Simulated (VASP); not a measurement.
**GaAs: vibrations by perturbation theory with PBEsol**

GaAs:

```
CELL_PARAMETERS angstrom
0.00000 2.82920 2.82920
2.82920 0.00000 2.82920
2.82920 2.82920 0.00000
ATOMIC_POSITIONS crystal
Ga 0.00000 0.00000 0.00000
As 0.75000 0.75000 0.75000
```

- Program: VASP 6.6.1
- Task: vibrations by perturbation theory
- Functional: PBEsol
- Potentials or basis: VASP PAW PBE potentials, release 64 (Ga_d, As)
- Cutoff: 520 eV
- k mesh: 8 × 8 × 8
- Occupations: gaussian, width 0.01 eV
- Spin: no spin polarisation
- Dipole correction: no
- Further INCAR settings: ALGO = Normal; EDIFF = 1e-08; NBANDS = 16; IBRION = 8; NSW = 1

| Property | Result |
| --- | --- |
| Electronic dielectric tensor (diagonal) | 39.29 |
| Born charges (mean of the diagonal) | Ga +2.31; As -2.31 e |
| Highest phonon frequency at Γ, LO-TO splitting left out | 263 cm⁻¹ |

Phonon frequencies in cm⁻¹ (negative: imaginary):
```csv
q point,frequencies
"(0.000, 0.000, 0.000)",0 0 0 263 263 263
```

Electronic dielectric tensor:
```
39.29  0.00  0.00
 0.00 39.29  0.00
 0.00  0.00 39.29
```

Born effective charge tensors (e):
atom 1, Ga
```
2.31 0.00 0.00
0.00 2.31 0.00
0.00 0.00 2.31
```
atom 2, As
```
-2.31  0.00  0.00
 0.00 -2.31  0.00
 0.00  0.00 -2.31
```

It took 9.2 min on 1 thread of Intel(R) Xeon(R) Platinum 8375C CPU @ 2.90GHz (Ice Lake) (shared host), peak memory 0.32 GiB.
